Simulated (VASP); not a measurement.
Runs of VASP 6.6.1 on LiF. The structure is that of space group Fm-3m (No. 225), or close to it. The cells are those of the table. 

```csv
cell,gap on the mesh (eV)
"a = 2.920, b = 2.848 Å, angles 60.8, 58.4, 60.8°, 2 atoms",(b)
"a = 2.884, b = 2.848 Å, angles 60.4, 59.2, 60.4°, 2 atoms",9.99
"a = 2.813, b = 2.848 Å, angles 59.6, 60.8, 59.6°, 2 atoms",10.50
"a = 2.957, b = 2.848 Å, angles 61.2, 57.6, 61.2°, 2 atoms",(a)
"a = 2.975, b = 2.848 Å, angles 61.4, 57.2, 61.4°, 2 atoms",9.39
```

Alike in all rows: task single point; level r2SCAN; potentials or basis VASP PAW PBE potentials, release 64 (Li_sv, F); no spin polarisation; k mesh 10 × 10 × 10; cutoff (eV) 520; smearing gaussian 0.05 eV.

Estimate the missing entries.

(a) 9.50; (b) 9.74.

A k mesh can miss the band edges.
